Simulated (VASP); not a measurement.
# SnTe (Fm-3m) in VASP: a series of runs, part 2 of 2

VASP 6.6.1.

## 3. Single point, LDA

This run uses another cell than the first one, of 30.26 Å³/atom, 1.006 times its volume.

INCAR

```
SYSTEM = SnTe
PREC = Accurate
ENCUT = 520
EDIFF = 1E-6
ISMEAR = 0
SIGMA = 0.05
LREAL = .False.
LASPH = .True.
NELM = 100
ALGO = Normal
ISIF = 2
LWAVE = .False.
LCHARG = .False.
GGA = CA
NBANDS = 17
```

KPOINTS

```
Automatic mesh
0
Gamma
  6 6 6
  0 0 0
```

POSCAR

```
SnTe
1.0
    0.0000000000      3.1162097833      3.1162097833
    3.1162097833      0.0000000000      3.1162097833
    3.1162097833      3.1162097833      0.0000000000
Sn Te
1 1
Direct
    0.5000000000      0.5000000000      0.5000000000
    0.0000000000      0.0000000000      0.0000000000
```

Potentials or basis: VASP PAW LDA potentials, release 64 (Sn_d, Te).

Launch:

```console
> cat potpaw_LDA.64/Sn_d/POTCAR potpaw_LDA.64/Te/POTCAR > POTCAR
> mpirun -np 1 vasp_std > vasp.out
```

OUTCAR:

```text
SYSTEM = SnTe
   PREC = Accurate
   ENCUT = 520
   EDIFF = 1E-6
   ISMEAR = 0
   LREAL = .False.
   LASPH = .True.
   NELM = 100
   ISIF = 2
   GGA = CA

 ion  position               nearest neighbor table
   1  0.500  0.500  0.500-   2 3.12   2 3.12   2 3.12   2 3.12   2 3.12   2 3.12
   2  0.000  0.000  0.000-   1 3.12   1 3.12   1 3.12   1 3.12   1 3.12   1 3.12

  LATTYP: Found a face centered cubic cell.
 ALAT       =     6.2324195666

  Lattice vectors:

 A1 = (   0.0000000000,   3.1162097833,   3.1162097833)
 A2 = (   3.1162097833,   0.0000000000,   3.1162097833)
 A3 = (   3.1162097833,   3.1162097833,   0.0000000000)

Analysis of symmetry for initial positions (statically):
=====================================================================
 Subroutine PRICEL returns:
 Original cell was already a primitive cell.

 Routine SETGRP: Setting up the symmetry group for a
 face centered cubic supercell.

 Subroutine GETGRP returns: Found 48 space group operations
 (whereof 48 operations were pure point group operations)
 out of a pool of 48 trial point group operations.

The static configuration has the point symmetry O_h .

Analysis of symmetry for dynamics (positions and initial velocities):
=====================================================================
 Subroutine PRICEL returns:
 Original cell was already a primitive cell.

 Routine SETGRP: Setting up the symmetry group for a
 face centered cubic supercell.

 Subroutine GETGRP returns: Found 48 space group operations
 (whereof 48 operations were pure point group operations)
 out of a pool of 48 trial point group operations.

The dynamic configuration has the point symmetry O_h .

 Subroutine INISYM returns: Found 48 space group operations
 (whereof 48 operations are pure point group operations),
 and found     1 'primitive' translations

----------------------------------------------------------------------------------------

[... 102 lines left out ...]
     AMIX     =   0.40;   BMIX     =  1.00
     AMIX_MAG =   1.60;   BMIX_MAG =  1.00
  volume/ion in A,a.u.               =      30.26       204.21
  Fermi-wavevector in a.u.,A,eV,Ry     =   1.131831  2.138850 17.429618  1.281041
  Thomas-Fermi vector in A             =   2.268531
   LORBIT       =      0    0 simple, 1 ext, 2 COOP (PROOUT), +10 PAW based schemes
   GGA     = CA    functional components
   LHFCALC =     F    Hartree Fock is set to
   AEXX    =    0.0000 exact exchange contribution
   IVDW    =     0    specifies the selected vdW correction
   LEPSILON=     F    determine dielectric tensor
   LRPA    =     F    only Hartree local field effects (RPA)
 non-spin polarized calculation
 Gauss-broadening in eV      SIGMA  =   0.05
  energy-cutoff  :      520.00
  volume of cell :       60.52
 maximum number of plane-waves:      1660
 NGX is ok and might be reduce to    36
   NGX = 17   NGY = 17   NGZ = 17

 number of electron      19.9999997 magnetization

 Free energy of the ion-electron system (eV)
  ---------------------------------------------------
  ext. energy  EPLUGINS =         0.00000000
  ---------------------------------------------------
  free energy    TOTEN  =        -8.83406719 eV

  energy without entropy =       -8.83405678  energy(sigma->0) =       -8.83406199

 E-fermi :   7.1944     XC(G=0):  -9.8878

 val. band max:        7.0870580211   @ k =   0.5000   0.0000   0.0000
 cond. band min:       7.3017484286   @ k =   0.5000   0.0000   0.0000
 fundamental gap:      0.2146904075
 Fermi energy:         7.1944032268

 k-point     1 :       0.0000    0.0000    0.0000
  band No.  band energies     occupation
      1     -14.6672      2.00000
      2     -14.6672      2.00000
      3     -14.6555      2.00000
      4     -14.6555      2.00000
      5     -14.6555      2.00000
      6      -5.9096      2.00000
[... 297 lines left out ...]
      4     -14.6472      2.00000
      5     -14.6427      2.00000
      6      -4.1372      2.00000
[... 9 lines left out ...]
     16      17.3975      0.00000
     17      18.4358      0.00000

------------------------ aborting loop because EDIFF is reached ----------------------------------------

  FORCE on cell =-STRESS in cart. coord.  units (eV):
  Direction    XX          YY          ZZ          XY          YZ          ZX
  --------------------------------------------------------------------------------------
  -------------------------------------------------------------------------------------
  Total        0.0354325      0.0354325      0.0354325      0.0000000      0.0000000      0.0000000
  in kB        0.9379999      0.9379999      0.9379999      0.0000000      0.0000000      0.0000000
  external PRESSURE =       0.9379999 kB  Pullay stress =       0.0000000 kB

 VOLUME and BASIS-vectors are now :
 -----------------------------------------------------------------------------
  energy-cutoff  :      520.00
  volume of cell :       60.52
      direct lattice vectors                 reciprocal lattice vectors
     0.000000000  3.116209783  3.116209783    -0.160451329  0.160451329  0.160451329
     3.116209783  0.000000000  3.116209783     0.160451329 -0.160451329  0.160451329
     3.116209783  3.116209783  0.000000000     0.160451329  0.160451329 -0.160451329

 POSITION                                       TOTAL-FORCE (eV/Angst)
 -----------------------------------------------------------------------------------
      3.11621      3.11621      3.11621         0.000000      0.000000      0.000000
      0.00000      0.00000      0.00000         0.000000     -0.000000     -0.000000
 -----------------------------------------------------------------------------------
    total drift:                                0.000000      0.000000      0.000000

  FREE ENERGIE OF THE ION-ELECTRON SYSTEM (eV)
  ---------------------------------------------------
  free  energy   TOTEN  =        -8.8340671890 eV

  energy  without entropy=       -8.8340567831  energy(sigma->0) =       -8.83406199
```

OSZICAR:

```text
N       E                     dE             d eps       ncg     rms          rms(c)
DAV:   1     0.128901559276E+03    0.12890E+03   -0.94689E+03   546   0.137E+03
DAV:   2     0.350150765755E+01   -0.12540E+03   -0.12125E+03   553   0.352E+02
DAV:   3    -0.854427421354E+01   -0.12046E+02   -0.11936E+02   705   0.907E+01
DAV:   4    -0.887987808707E+01   -0.33560E+00   -0.33537E+00   626   0.158E+01
DAV:   5    -0.889171166633E+01   -0.11834E-01   -0.11833E-01   816   0.295E+00    0.557E+00
DAV:   6    -0.883959968013E+01    0.52112E-01   -0.99190E-02   761   0.231E+00    0.352E+00
DAV:   7    -0.883518774676E+01    0.44119E-02   -0.43832E-02   701   0.111E+00    0.632E-01
DAV:   8    -0.883404548943E+01    0.11423E-02   -0.76768E-03   703   0.702E-01    0.172E-01
DAV:   9    -0.883409140441E+01   -0.45915E-04   -0.62022E-04   683   0.218E-01    0.608E-02
DAV:  10    -0.883406704320E+01    0.24361E-04   -0.82164E-05   746   0.811E-02    0.264E-02
DAV:  11    -0.883406764911E+01   -0.60591E-06   -0.21822E-05   672   0.393E-02    0.106E-02
DAV:  12    -0.883406718903E+01    0.46008E-06   -0.20809E-06   514   0.145E-02
   1 F= -.88340672E+01 E0= -.88340620E+01  d E =-.104060E-04
```

It took 19 s on 1 thread of AMD EPYC 9R45 (Zen 5), shared host; peak memory 0.14 GiB.

What came out:

- Free energy: -8.8341 eV
- Pressure: 0.1 GPa
- Band gap on the k mesh: 0.21 eV, direct

Levels at points of the mesh, in eV from the valence-band top:
| k point | band 8 | band 9 | band 10 | band 11 | band 12 | band 13 |
| --- | --- | --- | --- | --- | --- | --- |
| (0.00, 0.00, 0.00) | -2.14 | -2.14 | -2.14 | 3.43 | 3.43 | 3.43 |
| (0.50, 0.00, 0.00) | -1.78 | -1.78 | 0.00 | 0.21 | 0.35 | 0.35 |
| (0.50, 0.50, 0.00) | -5.73 | -3.82 | -3.82 | 2.12 | 5.09 | 5.09 |

Caveat: spin-orbit coupling is left out, which moves the levels of the heavy elements.

## 4. Single point, LDA (volume scaled by 0.98)

Changes to INCAR since step 3:

```diff
@@ -8,3 +8,3 @@
 LASPH = .True.
-NELM = 100
+NELM = 80
 ALGO = Normal
@@ -13,3 +13,2 @@
 LCHARG = .False.
-GGA = CA
 NBANDS = 17
```

KPOINTS

```
regular mesh
0
Gamma
  6 6 6
  0 0 0
```

POSCAR

```
SnTe
1.0
    0.0000000000      3.0952949935      3.0952949935
    3.0952949935      0.0000000000      3.0952949935
    3.0952949935      3.0952949935      0.0000000000
Sn Te
1 1
Direct
    0.5000000000      0.5000000000      0.5000000000
    0.0000000000      0.0000000000      0.0000000000
```

Launch:

```console
> cat potpaw_LDA.64/Sn_d/POTCAR potpaw_LDA.64/Te/POTCAR > POTCAR
> mpirun -np 1 vasp_std > vasp.out
```

Run time: 18 s. Hardware: 1 thread of AMD EPYC 9R45 (Zen 5), shared host; peak memory 0.14 GiB.

The run converged. Its results:

| Quantity | Value |
| --- | --- |
| Free energy | -8.8288 eV |
| Pressure | 1.2 GPa |
| Band gap on the k mesh | 0.28 eV, direct |

Levels at points of the mesh, in eV from the valence-band top:
```tsv
k point	band 7	band 8	band 9	band 10	band 11	band 12	band 13	band 14
(0.00, 0.00, 0.00)	-4.49	-2.19	-2.19	-2.19	3.48	3.48	3.48	4.77
(0.50, 0.00, 0.00)	-8.60	-1.81	-1.81	0.00	0.28	0.33	0.33	7.95
(0.50, 0.50, 0.00)	-6.52	-5.87	-3.91	-3.91	2.05	5.20	5.20	6.79
```

Caveat: the cell differs from its parent crystal (volume scaled by 0.98); spin-orbit coupling is left out, which moves the levels of the heavy elements. A k mesh can miss the band edges.

## 5. Single point, LDA (volume scaled by 0.96)

INCAR

```
SYSTEM = SnTe
PREC = Accurate
ENCUT = 520
EDIFF = 1E-6
ISMEAR = 0
SIGMA = 0.05
LREAL = .FALSE.
LASPH = .TRUE.
NELM = 100
ALGO = Normal
ISIF = 2
LWAVE = .FALSE.
LCHARG = .FALSE.
NBANDS = 17
```

KPOINTS

```
regular mesh
0
G
  6 6 6
  0 0 0
```

POSCAR

```
SnTe
1.0
    0.0000000000      3.0740936775      3.0740936775
    3.0740936775      0.0000000000      3.0740936775
    3.0740936775      3.0740936775      0.0000000000
Sn Te
1 1
Direct
    0.5000000000      0.5000000000      0.5000000000
    0.0000000000      0.0000000000      0.0000000000
```

Launch:

```console
> cat potpaw_LDA.64/Sn_d/POTCAR potpaw_LDA.64/Te/POTCAR > POTCAR
> mpirun -np 1 vasp_std > vasp.out
```

Run time: 12 s. Hardware: 1 thread of AMD EPYC 9R45 (Zen 5), shared host; peak memory 0.13 GiB.

The run converged. Its results:

```yaml
Free_energy: -8.8145 eV
Pressure: 2.4 GPa
Band_gap_on_the_k_mesh: 0.31 eV, direct
```

Levels at points of the mesh, in eV from the valence-band top:
```
           k point  band 8  band 9  band 10  band 11  band 12  band 13
(0.00, 0.00, 0.00)   -2.23   -2.23    -2.23     3.54     3.54     3.54
(0.50, 0.00, 0.00)   -1.85   -1.85     0.00     0.31     0.31     0.34
(0.50, 0.50, 0.00)   -6.01   -4.00    -4.00     1.98     5.32     5.32
```

Caveat: the cell differs from its parent crystal (volume scaled by 0.96); spin-orbit coupling is left out, which moves the levels of the heavy elements. A k mesh can miss the band edges.

## 6. Single point, PBE+D4

This run uses another cell than the first one, of 31.45 Å³/atom, 1.046 times its volume.

INCAR

```
SYSTEM = SnTe
  PREC = Accurate
  ENCUT = 520
  EDIFF = 1E-6
  ISMEAR = 0
  SIGMA = 0.05
  LREAL = .FALSE.
  LASPH = .TRUE.
  NELM = 80
  ALGO = Normal
  ISIF = 2
  LWAVE = .FALSE.
  LCHARG = .TRUE.
  GGA = PE
  IVDW = 13
  LELF = .TRUE.
  LVHAR = .TRUE.
  NBANDS = 17
```

KPOINTS

```
Automatic mesh
0
G
  6 6 6
  0 0 0
```

POSCAR

```
SnTe
1.0
    0.0000000000      3.1565012282      3.1565012282
    3.1565012282      0.0000000000      3.1565012282
    3.1565012282      3.1565012282      0.0000000000
Sn Te
1 1
Direct
    0.5000000000      0.5000000000      0.5000000000
    0.0000000000      0.0000000000      0.0000000000
```

Potentials or basis: VASP PAW PBE potentials, release 64 (Sn_d, Te).

Launch:

```console
> cat potpaw_PBE.64/Sn_d/POTCAR potpaw_PBE.64/Te/POTCAR > POTCAR
> mpirun -np 1 vasp_std > vasp.out
```

Run time: 22 s. Hardware: 1 thread of AMD EPYC 9R45 (Zen 5), shared host; peak memory 0.17 GiB.

The run converged. Its results:

- Free energy: -8.4232 eV
- Pressure: -0.3 GPa
- Band gap on the k mesh: 0.08 eV, direct
- Dispersion energy per atom: -0.438 eV

Levels at points of the mesh, in eV from the valence-band top:
```csv
k point,band 6,band 7,band 8,band 9,band 10,band 11,band 12,band 13,band 14,band 15
"(0.00, 0.00, 0.00)",-12.78,-4.72,-2.14,-2.14,-2.14,3.32,3.32,3.32,4.75,4.75
"(0.50, 0.00, 0.00)",-11.51,-8.32,-1.81,-1.81,0.00,0.08,0.36,0.36,7.75,8.73
"(0.50, 0.50, 0.00)",-11.21,-6.48,-5.55,-3.73,-3.73,2.18,4.89,4.89,6.34,8.97
```

Caveat: spin-orbit coupling is left out, which moves the levels of the heavy elements. A k mesh can miss the band edges.

## 7. Summary

```tsv
level	potentials or basis	cell	gap on the mesh (eV)	pressure (GPa)
PBE+D4	VASP PAW PBE potentials, release 64 (Sn_d, Te)	a = 4.398 Å, angles 60.0°, 2 atoms	0.22	2.1
LDA	VASP PAW LDA potentials, release 64 (Sn_d, Te)	a = 4.407 Å, angles 60.0°, 2 atoms	0.21	0.1
LDA	VASP PAW LDA potentials, release 64 (Sn_d, Te)	a = 4.377 Å, angles 60.0°, 2 atoms	0.28	1.2
LDA	VASP PAW LDA potentials, release 64 (Sn_d, Te)	a = 4.347 Å, angles 60.0°, 2 atoms	0.31	2.4
PBE+D4	VASP PAW PBE potentials, release 64 (Sn_d, Te)	a = 4.464 Å, angles 60.0°, 2 atoms	0.08	-0.3
```

Alike in all rows: task single point; no spin polarisation; k mesh 6 × 6 × 6; cutoff (eV) 520; smearing gaussian 0.05 eV.

Caveats: spin-orbit coupling is left out, which moves the levels of the heavy elements.

Absolute energies hang on the potentials; compare differences alone.
